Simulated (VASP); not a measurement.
# AlIr (Pm-3m) in VASP: a series of runs, part 2 of 2

VASP 6.6.1. Earlier steps stand in the parts before.

**3. Single point, LDA**

This run uses another cell than the first one, of 12.88 Å³/atom, 0.985 times its volume.

INCAR

```
SYSTEM = AlIr
PREC = Accurate
ENCUT = 500
EDIFF = 1E-6
ISMEAR = 0
SIGMA = 0.1
LREAL = .FALSE.
LASPH = .TRUE.
NELM = 120
ALGO = Normal
ISIF = 2
LWAVE = .FALSE.
LCHARG = .TRUE.
GGA = CA
LELF = .TRUE.
LVHAR = .TRUE.
NBANDS = 13
GGA_COMPAT = .FALSE.
```

KPOINTS

```
regular mesh
0
G
  9 9 9
  0 0 0
```

POSCAR

```
AlIr
1.0
    2.9534942456      0.0000000000      0.0000000000
    0.0000000000      2.9534942456      0.0000000000
    0.0000000000      0.0000000000      2.9534942456
Al Ir
1 1
Direct
    0.0000000000      0.0000000000      0.0000000000
    0.5000000000      0.5000000000      0.5000000000
```

Potentials or basis: VASP PAW LDA potentials, release 64 (Al, Ir).

Launch:

```sh
> cat potpaw_LDA.64/Al/POTCAR potpaw_LDA.64/Ir/POTCAR > POTCAR
> mpirun -np 1 vasp_std > vasp.out
```

OUTCAR:

```text
SYSTEM = AlIr
   PREC = Accurate
   ENCUT = 500
   EDIFF = 1E-6
   ISMEAR = 0
   LREAL = .FALSE.
   LASPH = .TRUE.
   NELM = 120
   ISIF = 2
   GGA = CA

 ion  position               nearest neighbor table
   1  0.000  0.000  0.000-   2 2.56   2 2.56   2 2.56   2 2.56   2 2.56   2 2.56   2 2.56   2 2.56

   2  0.500  0.500  0.500-   1 2.56   1 2.56   1 2.56   1 2.56   1 2.56   1 2.56   1 2.56   1 2.56

  LATTYP: Found a simple cubic cell.
 ALAT       =     2.9534942456

  Lattice vectors:

 A1 = (   2.9534942456,   0.0000000000,   0.0000000000)
[... 572 lines left out ...]

  FORCE on cell =-STRESS in cart. coord.  units (eV):
  Direction    XX          YY          ZZ          XY          YZ          ZX
  --------------------------------------------------------------------------------------
  -------------------------------------------------------------------------------------
  Total        0.8694819      0.8694819      0.8694819     -0.0000000      0.0000000     -0.0000000
  in kB       54.0707954     54.0707954     54.0707954     -0.0000000      0.0000000     -0.0000000
  external PRESSURE =      54.0707954 kB  Pullay stress =       0.0000000 kB

 VOLUME and BASIS-vectors are now :
 -----------------------------------------------------------------------------
  energy-cutoff  :      500.00
  volume of cell :       25.76
      direct lattice vectors                 reciprocal lattice vectors
     2.953494246  0.000000000  0.000000000     0.338582004  0.000000000  0.000000000
     0.000000000  2.953494246  0.000000000     0.000000000  0.338582004  0.000000000
     0.000000000  0.000000000  2.953494246     0.000000000  0.000000000  0.338582004

 POSITION                                       TOTAL-FORCE (eV/Angst)
 -----------------------------------------------------------------------------------
      0.00000      0.00000      0.00000         0.000000      0.000000      0.000000
      1.47675      1.47675      1.47675         0.000000      0.000000      0.000000
 -----------------------------------------------------------------------------------
    total drift:                                0.000000     -0.000000     -0.000000

  FREE ENERGIE OF THE ION-ELECTRON SYSTEM (eV)
  ---------------------------------------------------
  free  energy   TOTEN  =       -16.4528713978 eV

  energy  without entropy=      -16.4506567068  energy(sigma->0) =      -16.45176405
```

OSZICAR:

```text
N       E                     dE             d eps       ncg     rms          rms(c)
DAV:   1     0.565446641384E+02    0.56545E+02   -0.51363E+03   918   0.803E+02
DAV:   2    -0.150436428574E+02   -0.71588E+02   -0.61649E+02   920   0.194E+02
DAV:   3    -0.171766139883E+02   -0.21330E+01   -0.21163E+01  1170   0.381E+01
DAV:   4    -0.172041916713E+02   -0.27578E-01   -0.27571E-01  1025   0.414E+00
DAV:   5    -0.172049116364E+02   -0.71997E-03   -0.71995E-03  1185   0.724E-01    0.152E+01
DAV:   6    -0.165456083482E+02    0.65930E+00   -0.26654E+00  1113   0.166E+01    0.322E+00
DAV:   7    -0.164813865827E+02    0.64222E-01   -0.79056E-02  1095   0.279E+00    0.222E+00
DAV:   8    -0.164532212620E+02    0.28165E-01   -0.14222E-02  1060   0.875E-01    0.238E-01
DAV:   9    -0.164528740386E+02    0.34722E-03   -0.37000E-04  1155   0.127E-01    0.107E-01
DAV:  10    -0.164528718120E+02    0.22266E-05   -0.21021E-05  1098   0.405E-02    0.539E-03
DAV:  11    -0.164528713978E+02    0.41429E-06   -0.83526E-07   760   0.952E-03
   1 F= -.16452871E+02 E0= -.16451764E+02  d E =-.221469E-02
```

stdout:

```text
POSCAR found type information on POSCAR AlIr
 POSCAR found :  2 types and       2 ions
 scaLAPACK will be used
 LDA part: xc-table for (Slater(with rela. corr.)+CA(PZ))
 , standard interpolation
 POSCAR, INCAR and KPOINTS ok, starting setup
 FFT: planning ... GRIDC
 FFT: planning ... GRID_SOFT
 FFT: planning ... GRID
 WAVECAR not read
 entering main loop
```

It took 3.5 s on 1 thread of Intel Xeon 6975P-C (Granite Rapids), shared host; peak memory 0.13 GiB.

Results:

```yaml
Free_energy: -16.4529 eV
Pressure: 5.4 GPa
Band_gap_on_the_k_mesh: zero (band 6 reaches 12.10 eV, above the bottom of band 7 at 11.25 eV)
```

Caveat: spin-orbit coupling is left out, which moves the levels of the heavy elements.

**4. Single point, LDA**

INCAR

```
ALGO = Normal
EDIFF = 1E-6
ENCUT = 500
GGA_COMPAT = F
ISIF = 2
ISMEAR = 0
LASPH = T
LCHARG = T
LELF = T
LREAL = F
LVHAR = T
LWAVE = F
NBANDS = 13
NELM = 120
PREC = Accurate
SIGMA = 0.1
```

KPOINTS

```
k-points
0
Gamma
  9 9 9
```

POSCAR

```
AlIr
1.0
    2.9684111362      0.0000000000      0.0000000000
    0.0000000000      2.9684111362      0.0000000000
    0.0000000000      0.0000000000      2.9684111362
Al Ir
1 1
Direct
    0.0000000000      0.0000000000      0.0000000000
    0.5000000000      0.5000000000      0.5000000000
```

Launch:

```sh
> cat potpaw_LDA.64/Al/POTCAR potpaw_LDA.64/Ir/POTCAR > POTCAR
> mpirun -np 1 vasp_std > vasp.out
```

It took 3.4 s on 1 thread of Intel Xeon 6975P-C (Granite Rapids), shared host; peak memory 0.13 GiB.

It converged, with:

| Property | Result |
| --- | --- |
| Free energy | -16.4611 eV |
| Pressure | 1.3 GPa |
| Band gap on the k mesh | zero (band 6 reaches 11.87 eV, above the bottom of band 7 at 11.00 eV) |

Levels at points of the mesh, in eV from the Fermi level:
```tsv
k point	band 2	band 3	band 4	band 5	band 6	band 7	band 8	band 9	band 10	band 11
(0.00, 0.00, 0.00)	-6.03	-6.03	-1.80	-1.80	-1.80	4.36	4.36	4.36	10.08	10.08
```

Caveat: spin-orbit coupling is left out, which moves the levels of the heavy elements.

**5. Single point, LDA**

This run uses another cell than the first one, of 13.27 Å³/atom, 1.015 times its volume.

INCAR

```
SYSTEM = AlIr
PREC = Accurate ; ENCUT = 500
EDIFF = 1E-6 ; ISMEAR = 0
SIGMA = 0.1 ; LREAL = .FALSE.
LASPH = .TRUE. ; NELM = 120
ALGO = Normal ; ISIF = 2
LWAVE = .FALSE. ; LCHARG = .TRUE.
LELF = .TRUE. ; LVHAR = .TRUE.
NBANDS = 13 ; GGA_COMPAT = .FALSE.
```

KPOINTS

```
regular mesh
0
G
  9 9 9
  0 0 0
```

POSCAR

```
AlIr
1.0
    2.9831795939      0.0000000000      0.0000000000
    0.0000000000      2.9831795939      0.0000000000
    0.0000000000      0.0000000000      2.9831795939
Al Ir
1 1
Direct
    0.0000000000      0.0000000000      0.0000000000
    0.5000000000      0.5000000000      0.5000000000
```

Launch:

```sh
> cat potpaw_LDA.64/Al/POTCAR potpaw_LDA.64/Ir/POTCAR > POTCAR
> mpirun -np 1 vasp_std > vasp.out
```

Run time: 3.4 s. Hardware: 1 thread of Intel Xeon 6975P-C (Granite Rapids), shared host; peak memory 0.13 GiB.

Results (log left out):

```yaml
Free_energy: -16.4597 eV
Pressure: -2.6 GPa
Band_gap_on_the_k_mesh: zero (band 6 reaches 11.64 eV, above the bottom of band 7 at 10.76 eV)
```

Levels at points of the mesh, in eV from the Fermi level:
```csv
k point,band 3,band 4,band 5,band 6,band 7,band 8,band 9,band 10
"(0.00, 0.00, 0.00)",-5.90,-1.77,-1.77,-1.77,4.32,4.32,4.32,10.03
```

Caveat: spin-orbit coupling is left out, which moves the levels of the heavy elements.

**6. Relaxation of cell and atoms, LDA**

This run uses another cell than the first one, of 13.43 Å³/atom, 1.027 times its volume.

INCAR

```
PREC = Accurate ; ENCUT = 500
EDIFF = 1E-7 ; ISMEAR = 0
SIGMA = 0.1 ; LREAL = False
LASPH = True ; NELM = 120
ALGO = Normal ; ISIF = 3
LWAVE = False ; LCHARG = False
IBRION = 2 ; NSW = 60
EDIFFG = -0.03 ; GGA_COMPAT = False
NELMIN = 4
```

KPOINTS

```
Automatic mesh
0
Gamma
  9 9 9
```

POSCAR

```
AlIr
1.0
    2.9945500000      0.0000000000      0.0000000000
    0.0000000000      2.9945500000      0.0000000000
    0.0000000000      0.0000000000      2.9945500000
Al Ir
1 1
Direct
    0.0000000000      0.0000000000      0.0000000000
    0.5000000000      0.5000000000      0.5000000000
```

Potentials or basis: VASP PAW LDA potentials, release 64 (Al, Ir).

Launch:

```sh
> cat potpaw_LDA.64/Al/POTCAR potpaw_LDA.64/Ir/POTCAR > POTCAR
> mpirun -np 1 vasp_std > vasp.out
```

OUTCAR:

```text
PREC = Accurate
   ENCUT = 500
   EDIFF = 1E-7
   ISMEAR = 0
   LREAL = False
   LASPH = True
   NELM = 120
   ISIF = 3
   IBRION = 2
   NSW = 60
   EDIFFG = -0.03
   NELMIN = 4

 ion  position               nearest neighbor table
   1  0.000  0.000  0.000-   2 2.59   2 2.59   2 2.59   2 2.59   2 2.59   2 2.59   2 2.59   2 2.59

   2  0.500  0.500  0.500-   1 2.59   1 2.59   1 2.59   1 2.59   1 2.59   1 2.59   1 2.59   1 2.59

  LATTYP: Found a simple cubic cell.
 ALAT       =     2.9945500000

  Lattice vectors:

 A1 = (   2.9945500000,   0.0000000000,   0.0000000000)
 A2 = (   0.0000000000,   2.9945500000,   0.0000000000)
 A3 = (   0.0000000000,   0.0000000000,   2.9945500000)

Analysis of symmetry for initial positions (statically):
[... 266 lines left out ...]
      1      -1.4198      2.00000
      2       4.9884      2.00000
      3       4.9884      2.00000
      4       9.1838      2.00000
      5       9.1838      2.00000
      6       9.1838      2.00000
      7      15.3157      0.00000
      8      15.3157      0.00000
      9      15.3157      0.00000
     10      21.0347      0.00000
[... 287 lines left out ...]
 k-point    24 :       0.4444    0.3333    0.1111
  band No.  band energies     occupation
      1       2.9971      2.00000
      2       4.5809      2.00000
      3       6.3435      2.00000
      4       6.8477      2.00000
      5       8.0831      2.00000
      6       8.6670      2.00000
      7      11.4489      0.00000
      8      14.7694      0.00000
      9      16.8375      0.00000
     10      19.2675      0.00000

 [... further k-points ...]

------------------------ aborting loop because EDIFF is reached ----------------------------------------

  FORCE on cell =-STRESS in cart. coord.  units (eV):
  Direction    XX          YY          ZZ          XY          YZ          ZX
  --------------------------------------------------------------------------------------
  -------------------------------------------------------------------------------------
  Total       -0.0133254     -0.0133254     -0.0133254      0.0000000      0.0000000      0.0000000
  in kB       -0.8120581     -0.8120581     -0.8120581      0.0000000      0.0000000      0.0000000
  external PRESSURE =      -0.8120581 kB  Pullay stress =       0.0000000 kB
[... 17 lines left out ...]
  FREE ENERGIE OF THE ION-ELECTRON SYSTEM (eV)
  ---------------------------------------------------
  free  energy   TOTEN  =       -16.4619224699 eV

  energy  without entropy=      -16.4593559676  energy(sigma->0) =      -16.46063922

 reached required accuracy - stopping structural energy minimisation
```

OSZICAR:

```text
N       E                     dE             d eps       ncg     rms          rms(c)
DAV:   1     0.627564259071E+02    0.62756E+02   -0.53779E+03   708   0.105E+03
DAV:   2    -0.139591505433E+02   -0.76716E+02   -0.70731E+02   702   0.238E+02
DAV:   3    -0.171316203098E+02   -0.31725E+01   -0.31184E+01   858   0.529E+01
[... 25 lines left out ...]
DAV:   4    -0.164618811808E+02    0.10979E-02   -0.31777E-03   746   0.347E-01    0.870E-02
DAV:   5    -0.164619088563E+02   -0.27675E-04   -0.17562E-04   904   0.149E-01    0.289E-02
DAV:   6    -0.164619218749E+02   -0.13019E-04   -0.20598E-05   768   0.491E-02    0.597E-03
DAV:   7    -0.164619224725E+02   -0.59755E-06   -0.67445E-07   750   0.683E-03    0.166E-03
DAV:   8    -0.164619224699E+02    0.25240E-08   -0.32413E-08   378   0.137E-03
   3 F= -.16461922E+02 E0= -.16460639E+02  d E =-.962430E-02
```

It took 6.5 s on 1 thread of Intel Xeon 6975P-C (Granite Rapids), shared host; peak memory 0.14 GiB.

What came out:

* Free energy: -16.4619 eV
* Relaxed volume: 13.15 Å³/atom
* Relaxed cell: a = 2.974 Å, b = 2.974 Å, c = 2.974 Å, α = 90.00°, β = 90.00°, γ = 90.00°
* Space group after relaxing (to 0.05 Å): Pm-3m (No. 221)
* Energy gained by relaxing: 4.8 meV/atom
* Ionic steps: 3
* Pressure after relaxing: -0.1 GPa
* Band gap on the k mesh: zero (band 6 reaches 11.79 eV, above the bottom of band 7 at 10.92 eV)

The path:
```
step  energy change (eV)  largest force (eV/Å)  pressure (GPa)  volume (Å³)
   1              0.0000                0.0000           -5.30        26.85
   2              0.0322                0.0000           12.48        25.16
   3             -0.0096                0.0000           -0.08        26.29
```

Final structure:
```cif
data_structure
_symmetry_space_group_name_H-M 'P 1'
_symmetry_Int_Tables_number 1
_cell_length_a 2.9735
_cell_length_b 2.9735
_cell_length_c 2.9735
_cell_angle_alpha 90.000
_cell_angle_beta 90.000
_cell_angle_gamma 90.000
_cell_volume 26.29
loop_
_atom_site_label
_atom_site_type_symbol
_atom_site_fract_x
_atom_site_fract_y
_atom_site_fract_z
_atom_site_occupancy
Al1 Al 0.00000 0.00000 0.00000 1
Ir1 Ir 0.50000 0.50000 0.50000 1
```

Caveat: spin-orbit coupling is left out, which moves the levels of the heavy elements.

**7. The runs side by side**

```tsv
task	cell	gap on the mesh (eV)	pressure (GPa)
single point	a = 2.968 Å, 2 atoms	none	1.3
single point	a = 2.953 Å, 2 atoms	none	5.4
single point	a = 2.983 Å, 2 atoms	none	-2.6
relaxation of cell and atoms	relaxed from a = 2.995 Å, 2 atoms	none	-0.1
```

Alike in all rows: level LDA; potentials or basis VASP PAW LDA potentials, release 64 (Al, Ir); no spin polarisation; k mesh 9 × 9 × 9; cutoff (eV) 500; smearing gaussian 0.1 eV.

Caveats: spin-orbit coupling is left out, which moves the levels of the heavy elements.

Absolute energies hang on the potentials; compare differences alone.
